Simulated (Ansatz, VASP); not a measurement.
SiO2 in VASP and in Ansatz

```
CELL_PARAMETERS angstrom
4.15086 0.00000 0.00000
0.00000 4.15086 0.00000
0.00000 0.00000 2.64833
ATOMIC_POSITIONS crystal
Si 0.00000 0.00000 0.00000
Si 0.50000 0.50000 0.50000
O 0.30590 0.30590 0.00000
O 0.19410 0.80590 0.50000
O 0.69410 0.69410 0.00000
O 0.80590 0.19410 0.50000
```

Alike in both runs: task relaxation of cell and atoms; functional r2SCAN; k mesh 4 × 4 × 7; occupations fermi-dirac, width 0.1458 eV; no spin polarisation.

|  | VASP | Ansatz |
| --- | --- | --- |
| version | VASP 6.6.1 | Ansatz 0.2.0 |
| potentials or method | VASP PAW PBE potentials, release 64 (Si, O), cutoff 600 eV | PAW plane waves |
| valence electrons in the cell | 32 | 32 |

|  | VASP | Ansatz | Ansatz less VASP |
| --- | --- | --- | --- |
| gap on the k mesh at the Fermi level, each at its own relaxed structure (eV) | 6.50 | 6.51 | +0.010 |
| relaxed volume (Å³/atom) | 7.79 | 7.79 | +0.004 |
| relaxed length of the cell vector where the two differ most in proportion (Å) | 2.673 | 2.669 | -0.0037 |

VASP's potentials were made for PBE, not for r2SCAN.
